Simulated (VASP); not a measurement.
# V (Pm-3m) in VASP: further runs

The runs below take V through single point, with PBE.

All numbers are computed with VASP 6.6.1; they aren't measurements. Logs are shortened: lines on timing, memory, paths and dates and some standing lists are left out, and cuts for length are marked.

**1. The cell of the first run**

Symmetry: Pm-3m, No. 221, cubic system. Conventional cell: a = 2.399 Å, b = 2.399 Å, c = 2.399 Å, α = 90.00°, β = 90.00°, γ = 90.00°. Within 3.2 Å of V (site symmetry m-3m) lie 6 V at 2.40 Å.

This isn't the form of V at room conditions, which is bcc.

**2. Single point, PBE**

The input, INCAR:

```
SYSTEM = V
ALGO = Normal
EDIFF = 1E-6
ENCUT = 520
GGA = PE
ISIF = 2
ISMEAR = -1
LASPH = .TRUE.
LCHARG = .FALSE.
LREAL = .FALSE.
LWAVE = .FALSE.
NBANDS = 12
NELM = 100
PREC = Accurate
SIGMA = 0.06122561905347299
```

The input, KPOINTS:

```
k-points
0
G
  22 22 22
  0 0 0
```

The input, POSCAR:

```
V
1.0
    2.3989946831      0.0000000000      0.0000000000
    0.0000000000      2.3989946831      0.0000000000
    0.0000000000      0.0000000000      2.3989946831
V
1
Direct
    0.0000000000      0.0000000000      0.0000000000
```

Potentials or basis: VASP PAW PBE potentials, release 64 (V_sv).

Run with:

```bash
$ cat potpaw_PBE.64/V_sv/POTCAR > POTCAR
$ mpirun -np 1 vasp_std > vasp.out
```

OUTCAR:

```text
SYSTEM = V
   EDIFF = 1E-6
   ENCUT = 520
   GGA = PE
   ISIF = 2
   ISMEAR = -1
   LASPH = .TRUE.
   LREAL = .FALSE.
   NELM = 100
   PREC = Accurate

 ion  position               nearest neighbor table
   1  0.000  0.000  0.000-

  LATTYP: Found a simple cubic cell.
 ALAT       =     2.3989946831

  Lattice vectors:

 A1 = (   2.3989946831,   0.0000000000,   0.0000000000)
 A2 = (   0.0000000000,   2.3989946831,   0.0000000000)
 A3 = (   0.0000000000,   0.0000000000,   2.3989946831)

Analysis of symmetry for initial positions (statically):
=====================================================================
 Subroutine PRICEL returns:
 Original cell was already a primitive cell.

 Routine SETGRP: Setting up the symmetry group for a
 simple cubic supercell.

 Subroutine GETGRP returns: Found 48 space group operations
 (whereof 48 operations were pure point group operations)
 out of a pool of 48 trial point group operations.

The static configuration has the point symmetry O_h .

Analysis of symmetry for dynamics (positions and initial velocities):
=====================================================================
 Subroutine PRICEL returns:
 Original cell was already a primitive cell.

 Routine SETGRP: Setting up the symmetry group for a
 simple cubic supercell.

 Subroutine GETGRP returns: Found 48 space group operations
 (whereof 48 operations were pure point group operations)
 out of a pool of 48 trial point group operations.

The dynamic configuration has the point symmetry O_h .

 Subroutine INISYM returns: Found 48 space group operations
 (whereof 48 operations are pure point group operations),
 and found     1 'primitive' translations

----------------------------------------------------------------------------------------

                                     Primitive cell

  volume of cell :      13.8066

  direct lattice vectors                    reciprocal lattice vectors
     2.398994683  0.000000000  0.000000000     0.416841274  0.000000000  0.000000000
     0.000000000  2.398994683  0.000000000     0.000000000  0.416841274  0.000000000
     0.000000000  0.000000000  2.398994683     0.000000000  0.000000000  0.416841274

  length of vectors
     2.398994683  2.398994683  2.398994683     0.416841274  0.416841274  0.416841274

  position of ions in fractional coordinates (direct lattice)
     0.000000000  0.000000000  0.000000000

  ion indices of the primitive-cell ions
   primitive index   ion index
                 1           1

----------------------------------------------------------------------------------------

 KPOINTS: k-points

Automatic generation of k-mesh.
 Grid dimensions read from file:
 generate k-points for:   22   22   22

 Generating k-lattice:

  Cartesian coordinates                     Fractional coordinates (reciprocal lattice)
     0.018947331  0.000000000  0.000000000     0.045454545  0.000000000  0.000000000
     0.000000000  0.018947331  0.000000000     0.000000000  0.045454545  0.000000000
     0.000000000  0.000000000  0.018947331     0.000000000  0.000000000  0.045454545

  Length of vectors
     0.018947331  0.018947331  0.018947331

  Shift w.r.t. Gamma in fractional coordinates (k-lattice)
     0.000000000  0.000000000  0.000000000

 Subroutine IBZKPT returns following result:
 ===========================================

 Found    364 irreducible k-points:

 Following reciprocal coordinates:
            Coordinates               Weight
  0.000000  0.000000  0.000000      1.000000
  0.045455  0.000000  0.000000      6.000000
  0.090909  0.000000  0.000000      6.000000
  0.136364  0.000000  0.000000      6.000000
  0.181818  0.000000  0.000000      6.000000
  0.227273  0.000000  0.000000      6.000000
[... 16 lines left out ...]
  0.500000  0.045455  0.000000     12.000000
  0.090909  0.090909  0.000000     12.000000
 [... further k-points ...]
   k-points           NKPTS =    364   k-points in BZ     NKDIM =    364   number of bands    NBANDS=     12
   number of dos      NEDOS =    301   number of ions     NIONS =      1
   total plane-waves  NPLWV =   5832
   dimension x,y,z NGX =    18 NGY =   18 NGZ =   18
   dimension x,y,z NGXF=    36 NGYF=   36 NGZF=   36
   ions per type =               1
   NGX,Y,Z   is equivalent  to a cutoff of  12.47, 12.47, 12.47 a.u.
   NGXF,Y,Z  is equivalent  to a cutoff of  24.95, 24.95, 24.95 a.u.
 SYSTEM =  V
   PREC   = accura    normal or accurate (medium, high low for compatibility)
   ISTART =      0    job   : 0-new  1-cont  2-samecut
   ICHARG =      2    charge: 1-file 2-atom 10-const
   ISPIN  =      1    spin polarized calculation?
   LNONCOLLINEAR =      F non collinear calculations
   LSORBIT =      F    spin-orbit coupling
   LASPH  =      T    aspherical Exc in radial PAW
   ENCUT  =  520.0 eV  38.22 Ry    6.18 a.u.   4.46  4.46  4.46*2*pi/ulx,y,z
   NELM   =    100;   NELMIN=  2; NELMDL= -5     # of ELM steps
   EDIFF  = 0.1E-05   stopping-criterion for ELM
   LREAL  =      F    real-space projection
   EDIFFG = 0.1E-04   stopping-criterion for IOM
   NSW    =      0    number of steps for IOM
   IBRION =     -1    ionic relax: 0-MD 1-quasi-New 2-CG
   NFREE  =      0    steps in history (QN), initial steepest desc. (CG)
   ISIF   =      2    stress and relaxation
   ISYM   =      2    0-nonsym 1-usesym 2-fastsym
   POTIM  = 0.5000    time-step for ionic-motion
   TEBEG  =    0.0;   TEEND  =   0.0 temperature during run
   PSTRESS=    0.0 pullay stress
   NELECT =      13.0000    total number of electrons
   NUPDOWN=      -1.0000    fix difference up-down
   EMIN   =  10.00;   EMAX   =-10.00  energy-range for DOS
   EFERMI =   0.00;   METHOD = LEGACY
   ISMEAR =    -1;   SIGMA  =   0.06  broadening in eV -4-tet -1-fermi 0-gaus
   EFERMI_NEDOS =   21; number of points for ismear=-14 and -15
   IALGO  =     38    algorithm
   IMIX   =      4    mixing-type and parameters
     AMIX     =   0.40;   BMIX     =  1.00
     AMIX_MAG =   1.60;   BMIX_MAG =  1.00
  volume/ion in A,a.u.               =      13.81        93.17
  Fermi-wavevector in a.u.,A,eV,Ry     =   1.604575  3.032207 35.030385  2.574661
  Thomas-Fermi vector in A             =   2.701058
   LORBIT       =      0    0 simple, 1 ext, 2 COOP (PROOUT), +10 PAW based schemes
   GGA     = PE    functional components
   LHFCALC =     F    Hartree Fock is set to
   AEXX    =    0.0000 exact exchange contribution
   IVDW    =     0    specifies the selected vdW correction
   LEPSILON=     F    determine dielectric tensor
   LRPA    =     F    only Hartree local field effects (RPA)
 non-spin polarized calculation
  energy-cutoff  :      520.00
  volume of cell :       13.81
 maximum number of plane-waves:       386
 NGX is ok and might be reduce to    18
   NGX =  9   NGY =  9   NGZ =  9

 number of electron      12.9999996 magnetization

 Free energy of the ion-electron system (eV)
  ---------------------------------------------------
  ext. energy  EPLUGINS =         0.00000000
  ---------------------------------------------------
  free energy    TOTEN  =        -8.12970041 eV

  energy without entropy =       -8.11613977  energy(sigma->0) =       -8.12292009

 E-fermi :   9.5910     XC(G=0): -12.6513

 val. band max:        9.5795462406   @ k =   0.4091   0.4091   0.1818
 cond. band min:       9.5995246157   @ k =   0.4545   0.3636   0.1818
 fundamental gap:      0.0199783751
 Fermi energy:         9.5909513867

 k-point     1 :       0.0000    0.0000    0.0000
  band No.  band energies     occupation
      1     -54.2631      2.00000
      2     -27.3984      2.00000
      3     -27.3984      2.00000
      4     -27.3984      2.00000
      5       3.0864      2.00000
      6       7.2613      2.00000
      7       7.2613      2.00000
      8      13.3608      0.00000
      9      13.3608      0.00000
     10      13.3608      0.00000
     11      28.6114      0.00000
     12      28.6114      0.00000

 k-point     2 :       0.0455    0.0000    0.0000
  band No.  band energies     occupation
      1     -54.2590      2.00000
      2     -27.4252      2.00000
      3     -27.3962      2.00000
      4     -27.3962      2.00000
      5       3.1517      2.00000
      6       7.2768      2.00000
      7       7.3126      2.00000
      8      13.3080      0.00000
      9      13.3080      0.00000
     10      13.3647      0.00000
     11      28.0313      0.00000
     12      28.7136      0.00000

 k-point     3 :       0.0909    0.0000    0.0000
  band No.  band energies     occupation
      1     -54.2471      2.00000
      2     -27.5027      2.00000
      3     -27.3895      2.00000
      4     -27.3895      2.00000
      5       3.3437      2.00000
      6       7.3222      2.00000
      7       7.4640      2.00000
      8      13.1567      0.00000
      9      13.1567      0.00000
     10      13.3762      0.00000
     11      26.7463      0.00000
     12      29.0132      0.00000
[... 286 lines left out ...]
 k-point    23 :       0.5000    0.0455    0.0000
  band No.  band energies     occupation
      1     -54.0532      2.00000
      2     -28.6457      2.00000
      3     -27.3100      2.00000
      4     -27.2830      2.00000
      5       7.3862      2.00000
      6       8.1396      2.00000
      7       9.2709      1.98932
      8      11.1970      0.00000
      9      11.3872      0.00000
     10      13.5150      0.00000
     11      17.9486      0.00000
     12      29.2797      0.00000

 k-point    24 :       0.0909    0.0909    0.0000
  band No.  band energies     occupation
      1     -54.2311      2.00000
      2     -27.4999      2.00000
      3     -27.4866      2.00000
      4     -27.3807      2.00000
      5       3.5965      2.00000
      6       7.4523      2.00000
      7       7.5985      2.00000
      8      12.9437      0.00000
      9      13.1344      0.00000
     10      13.2156      0.00000
     11      26.9661      0.00000
     12      27.1548      0.00000

 [... further k-points ...]

------------------------ aborting loop because EDIFF is reached ----------------------------------------

  FORCE on cell =-STRESS in cart. coord.  units (eV):
  Direction    XX          YY          ZZ          XY          YZ          ZX
  --------------------------------------------------------------------------------------
  -------------------------------------------------------------------------------------
  Total        0.8488892      0.8488892      0.8488892      0.0000000      0.0000000      0.0000000
  in kB       98.5085059     98.5085059     98.5085059      0.0000000      0.0000000      0.0000000
  external PRESSURE =      98.5085059 kB  Pullay stress =       0.0000000 kB

 VOLUME and BASIS-vectors are now :
 -----------------------------------------------------------------------------
  energy-cutoff  :      520.00
  volume of cell :       13.81
      direct lattice vectors                 reciprocal lattice vectors
     2.398994683  0.000000000  0.000000000     0.416841274  0.000000000  0.000000000
     0.000000000  2.398994683  0.000000000     0.000000000  0.416841274  0.000000000
     0.000000000  0.000000000  2.398994683     0.000000000  0.000000000  0.416841274

 POSITION                                       TOTAL-FORCE (eV/Angst)
 -----------------------------------------------------------------------------------
      0.00000      0.00000      0.00000         0.000000      0.000000      0.000000
 -----------------------------------------------------------------------------------
    total drift:                               -0.000000      0.000000      0.000000

  FREE ENERGIE OF THE ION-ELECTRON SYSTEM (eV)
  ---------------------------------------------------
  free  energy   TOTEN  =        -8.1297004149 eV

  energy  without entropy=       -8.1161397715  energy(sigma->0) =       -8.12292009
```

Run time: 43 s. Hardware: 1 thread of Intel Xeon 8259CL, shared host; peak memory 0.17 GiB.

Results:

| Quantity | Value |
| --- | --- |
| Free energy | -8.1297 eV |
| Pressure | 9.9 GPa |
| Band gap on the k mesh | zero (an odd number of electrons rules out a gap without spin polarisation) |

Caveat: the cell stands under pressure.

**3. Single point, PBE**

This run uses another cell than the first one, of 14.10 Å³/atom.

The input, INCAR:

```
PREC     = Accurate       # precision mode
ENCUT    = 520            # plane-wave cutoff, eV
EDIFF    = 1E-6           # SCF threshold, eV
ISMEAR   = -1             # smearing method
SIGMA    = 0.06122561905347299 # smearing width, eV
LREAL    = False          # projectors in reciprocal space
LASPH    = True           # aspherical terms in the spheres
NELM     = 100            # most SCF steps
ALGO     = Normal         # electronic algorithm
ISIF     = 2              # what is computed and relaxed
LWAVE    = False          # write WAVECAR
LCHARG   = False          # write CHGCAR
GGA      = PE             # functional
NBANDS   = 12             # bands
```

The input, KPOINTS:

```
regular mesh
0
Gamma
  22 22 22
```

The input, POSCAR:

```
V
1.0
    2.4158895685      0.0000000000      0.0000000000
    0.0000000000      2.4158895685      0.0000000000
    0.0000000000      0.0000000000      2.4158895685
V
1
Direct
    0.0000000000      0.0000000000      0.0000000000
```

Potentials or basis: VASP PAW PBE potentials, release 64 (V_sv).

Run with:

```bash
$ cat potpaw_PBE.64/V_sv/POTCAR > POTCAR
$ mpirun -np 1 vasp_std > vasp.out
```

Wall time 39 s (1 thread of Intel Xeon 8259CL, shared host); peak memory 0.17 GiB.

Results (log left out):

```
Free energy            : -8.1446 eV
Pressure               : 6.3 GPa
Band gap on the k mesh : zero (an odd number of electrons rules out a gap without spin polarisation)
```

Levels at points of the mesh, in eV from the Fermi level:
```
           k point  band 5  band 6  band 7  band 8  band 9  band 10
(0.00, 0.00, 0.00)   -6.46   -2.26   -2.26    3.68    3.68     3.68
(0.50, 0.00, 0.00)   -2.27   -1.45   -0.15    1.57    1.57     3.87
(0.50, 0.50, 0.00)   -3.78   -0.72    2.03    2.03    4.98     6.39
(0.50, 0.50, 0.50)   -2.08   -2.08   -2.08    5.10    5.10    10.42
```

Caveat: the cell stands under pressure.

**4. Single point, PBE**

This run uses another cell than the first one, of 14.10 Å³/atom.

The input, INCAR:

```
SYSTEM = V
ALGO = Normal
EDIFF = 1E-7
ENCUT = 520
GGA = PE
ISIF = 2
ISMEAR = -1
LASPH = .TRUE.
LCHARG = .FALSE.
LREAL = .FALSE.
LWAVE = .FALSE.
NBANDS = 12
NELM = 80
PREC = Accurate
SIGMA = 0.06122561905347299
```

The input, KPOINTS:

```
k-points
0
G
  22 22 22
  0 0 0
```

POSCAR is that of step 3.

Potentials or basis: VASP PAW PBE potentials, release 64 (V_sv).

Run with:

```bash
$ cat potpaw_PBE.64/V_sv/POTCAR > POTCAR
$ mpirun -np 1 vasp_std > vasp.out
```

OUTCAR:

```text
SYSTEM = V
   EDIFF = 1E-7
   ENCUT = 520
   GGA = PE
   ISIF = 2
   ISMEAR = -1
   LASPH = .TRUE.
   LREAL = .FALSE.
   NELM = 80
   PREC = Accurate

 ion  position               nearest neighbor table
   1  0.000  0.000  0.000-

  LATTYP: Found a simple cubic cell.
 ALAT       =     2.4158895685

  Lattice vectors:

 A1 = (   2.4158895685,   0.0000000000,   0.0000000000)
 A2 = (   0.0000000000,   2.4158895685,   0.0000000000)
 A3 = (   0.0000000000,   0.0000000000,   2.4158895685)

Analysis of symmetry for initial positions (statically):
=====================================================================
 Subroutine PRICEL returns:
 Original cell was already a primitive cell.

 Routine SETGRP: Setting up the symmetry group for a
 simple cubic supercell.

 Subroutine GETGRP returns: Found 48 space group operations
 (whereof 48 operations were pure point group operations)
 out of a pool of 48 trial point group operations.

The static configuration has the point symmetry O_h .

[... 166 lines left out ...]
  band No.  band energies     occupation
      1     -54.5281      2.00000
      2     -27.7060      2.00000
      3     -27.7060      2.00000
      4     -27.7060      2.00000
      5       2.8766      2.00000
      6       7.0692      2.00000
      7       7.0692      2.00000
      8      13.0085      0.00000
      9      13.0085      0.00000
     10      13.0085      0.00000
     11      28.0868      0.00000
     12      28.0868      0.00000
[... 331 lines left out ...]
 k-point    24 :       0.0909    0.0909    0.0000
  band No.  band energies     occupation
      1     -54.4984      2.00000
      2     -27.8012      2.00000
      3     -27.7889      2.00000
      4     -27.6893      2.00000
      5       3.3777      2.00000
      6       7.2542      2.00000
      7       7.3948      2.00000
      8      12.6047      0.00000
      9      12.7894      0.00000
     10      12.8679      0.00000
     11      26.4465      0.00000
     12      26.6376      0.00000

 [... further k-points ...]

------------------------ aborting loop because EDIFF is reached ----------------------------------------

  FORCE on cell =-STRESS in cart. coord.  units (eV):
  Direction    XX          YY          ZZ          XY          YZ          ZX
  --------------------------------------------------------------------------------------
  -------------------------------------------------------------------------------------
  Total        0.5534896      0.5534896      0.5534896     -0.0000000     -0.0000000     -0.0000000
  in kB       62.8910400     62.8910400     62.8910400     -0.0000000     -0.0000000     -0.0000000
  external PRESSURE =      62.8910400 kB  Pullay stress =       0.0000000 kB

 VOLUME and BASIS-vectors are now :
 -----------------------------------------------------------------------------
  energy-cutoff  :      520.00
  volume of cell :       14.10
      direct lattice vectors                 reciprocal lattice vectors
     2.415889568  0.000000000  0.000000000     0.413926205  0.000000000  0.000000000
     0.000000000  2.415889568  0.000000000     0.000000000  0.413926205  0.000000000
     0.000000000  0.000000000  2.415889568     0.000000000  0.000000000  0.413926205

 POSITION                                       TOTAL-FORCE (eV/Angst)
 -----------------------------------------------------------------------------------
      0.00000      0.00000      0.00000         0.000000      0.000000      0.000000
 -----------------------------------------------------------------------------------
    total drift:                                0.000000      0.000000      0.000000

  FREE ENERGIE OF THE ION-ELECTRON SYSTEM (eV)
  ---------------------------------------------------
  free  energy   TOTEN  =        -8.1446039146 eV

  energy  without entropy=       -8.1306595499  energy(sigma->0) =       -8.13763173
```

OSZICAR:

```text
N       E                     dE             d eps       ncg     rms          rms(c)
DAV:   1     0.939904339213E+02    0.93990E+02   -0.70656E+03  8756   0.118E+03
DAV:   2    -0.765776447552E+01   -0.10165E+03   -0.98092E+02  8840   0.331E+02
DAV:   3    -0.900377608111E+01   -0.13460E+01   -0.13420E+01  9644   0.450E+01
DAV:   4    -0.901092128717E+01   -0.71452E-02   -0.71451E-02  9552   0.347E+00
DAV:   5    -0.901101203787E+01   -0.90751E-04   -0.90750E-04  9696   0.369E-01    0.171E+01
DAV:   6    -0.815551105209E+01    0.85550E+00   -0.23594E+00  9092   0.227E+01    0.295E+00
DAV:   7    -0.814687063022E+01    0.86404E-02   -0.20067E-02  9116   0.154E+00    0.158E+00
DAV:   8    -0.814466300026E+01    0.22076E-02   -0.50908E-03  9420   0.935E-01    0.706E-02
DAV:   9    -0.814461329972E+01    0.49701E-04   -0.84180E-05  9052   0.124E-01    0.284E-02
DAV:  10    -0.814460384147E+01    0.94582E-05   -0.12920E-05  9372   0.466E-02    0.493E-03
DAV:  11    -0.814460391457E+01   -0.73093E-07   -0.24510E-07  9564   0.753E-03
   1 F= -.81446039E+01 E0= -.81376317E+01  d E =-.139444E-01
```

Run time: 39 s. Hardware: 1 thread of Intel Xeon 8259CL, shared host; peak memory 0.17 GiB.

Results:

- Free energy: -8.1446 eV
- Pressure: 6.3 GPa
- Band gap on the k mesh: zero (an odd number of electrons rules out a gap without spin polarisation)

Caveat: the cell stands under pressure.
